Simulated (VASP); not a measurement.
The system is Sc.

```xyz
1
Lattice="-1.9172 1.9172 1.7176 1.9172 -1.9172 1.7176 1.9172 1.9172 -1.7176" Properties=species:S:1:pos:R:3 pbc="T T T"
Sc    0.0000    0.0000    0.0000
```

Program: VASP 6.6.1. Alike in all runs: task single point; cell as given.

Problem. Order these runs on this cell by their pressure, lowest first.
A. level r2SCAN; potentials or basis VASP PAW PBE potentials, release 64 (Sc_sv); spin off; k mesh 13 × 13 × 13; cutoff (eV) 440; smearing methfessel-paxton 0.1 eV; tolerance level tight; purpose restart; start from scratch
B. level LDA; potentials or basis VASP PAW LDA potentials, release 64 (Sc_sv); spin off; k mesh 10 × 10 × 10; cutoff (eV) 500; smearing methfessel-paxton 0.05 eV; dipole correction no
C. level RPBE+D3(BJ); potentials or basis VASP PAW PBE potentials, release 64 (Sc_sv); spin collinear; k mesh 10 × 10 × 10; cutoff (eV) 520; smearing fermi-dirac 0.05 eV; dipole correction no
D. level PBEsol+D3(BJ)+U; potentials or basis VASP PAW PBE potentials, release 64 (Sc_sv); spin non-collinear, zero start, SOC; U Sc d U = 5.0 eV; k mesh 10 × 10 × 10; cutoff (eV) 520; smearing tetrahedron; dipole correction no
E. level PBE+D3(BJ); potentials or basis VASP PAW PBE potentials, release 64 (Sc_sv); spin off; k mesh 10 × 10 × 10; cutoff (eV) 520; smearing fermi-dirac 0.05 eV; dipole correction no

Solution. C (-18.9 GPa), B (-5.5 GPa), E (-3.2 GPa), A (-0.3 GPa), D (2.8 GPa).

Caveats: the PAW data sets were made with another functional, which shifts forces and pressure a little (at least some runs); the cell stands under tension (at least some runs); the U is typed as a test and isn't derived for this compound (at least some runs); three body term missing (at least some runs).
